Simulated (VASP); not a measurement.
Crystal: Zn3SbN3.

```
CELL_PARAMETERS angstrom
3.38874 -3.27976 0.00044
3.38874 3.27976 0.00044
-3.21012 0.00000 4.55140
ATOMIC_POSITIONS crystal
Zn 0.64236 0.64236 0.11764
Zn 0.75614 0.31489 0.51988
Zn 0.31489 0.75614 0.51988
Sb 0.06050 0.06050 0.00308
N 0.41139 0.94195 0.29984
N 0.94195 0.41139 0.29984
N 0.69862 0.69862 0.81195
```

Base run:

| Item | Value |
| --- | --- |
| Program | VASP 6.6.1 |
| Functional | PBE |
| Potentials or basis | VASP PAW PBE potentials, release 64 (Zn, Sb, N) |
| Cutoff | 520 eV |
| k mesh | 6 × 6 × 6 |
| Occupations | fermi-dirac, width 0.02 eV |
| Spin | no spin polarisation |

Its results: band gap on the k mesh 1.46 eV (least direct gap 1.54 eV); pressure 4.6 GPa; largest force 0.512 eV/Å.

Q: The run is repeated on the same cell with these changes: functional from PBE to r2SCAN. What comes out?

A: Band gap on the k mesh 1.78 eV (least direct gap 1.83 eV); pressure 0.6 GPa; largest force 0.111 eV/Å.

Caveats: spin-orbit coupling is left out, which moves the levels of the heavy elements; the cell stands under pressure (at least some runs); the PAW data sets were made with another functional, which shifts forces and pressure a little (at least some runs).

A k mesh can miss the band edges.
